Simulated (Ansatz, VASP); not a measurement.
TiO2: VASP beside Ansatz

```
CELL_PARAMETERS angstrom
4.54535 0.00000 0.00000
0.00000 5.51962 0.00000
0.00000 0.00000 4.90920
ATOMIC_POSITIONS crystal
Ti 0.00000 0.17299 0.75000
Ti 0.50000 0.32701 0.25000
Ti 0.00000 0.82701 0.25000
Ti 0.50000 0.67299 0.75000
O 0.27145 0.38172 0.91865
O 0.77145 0.11828 0.08135
O 0.22855 0.11828 0.41865
O 0.72855 0.38172 0.58135
O 0.27145 0.61828 0.41865
O 0.77145 0.88172 0.58135
O 0.22855 0.88172 0.91865
O 0.72855 0.61828 0.08135
```

Alike in both runs: functional PBE; k mesh 6 × 5 × 6; occupations fermi-dirac, width 0.05 eV; no spin polarisation; Hubbard terms Ti d U = 5.0 eV.

|  | VASP | Ansatz |
| --- | --- | --- |
| version | VASP 6.6.1 | Ansatz 0.2.0 |
| potentials or method | VASP PAW PBE potentials, release 64 (Ti_sv, O) | Ansatz PAW |
| plane-wave cutoff (eV) | 520 | 420 |
| valence electrons in the cell | 96 | 96 |
| task | single point | projected density of states |

|  | VASP | Ansatz | Ansatz less VASP |
| --- | --- | --- | --- |
| gap on the k mesh at the Fermi level (eV) | 3.21 | 3.17 | -0.043 |
| least direct gap on the mesh (eV) | 3.30 | 3.26 | -0.038 |
| pressure (GPa) | 14.6 | 8.8 | -5.86 |
| traceless stress, the component that is largest in VASP (GPa) | -1.90 | -1.09 | +0.806 |
| rms of the force components (eV/Å) | 0.325 | 0.155 | -0.1696 |

The programs project onto different local orbitals, so the same U acts differently, and such runs can settle in different states. Atom by atom the forces differ by 0.175 eV/Å (rms over components).

Noted on Ansatz's run: odd divisions of the mesh miss points on the zone boundary, where band edges often lie, so the gap on the mesh can be too wide.
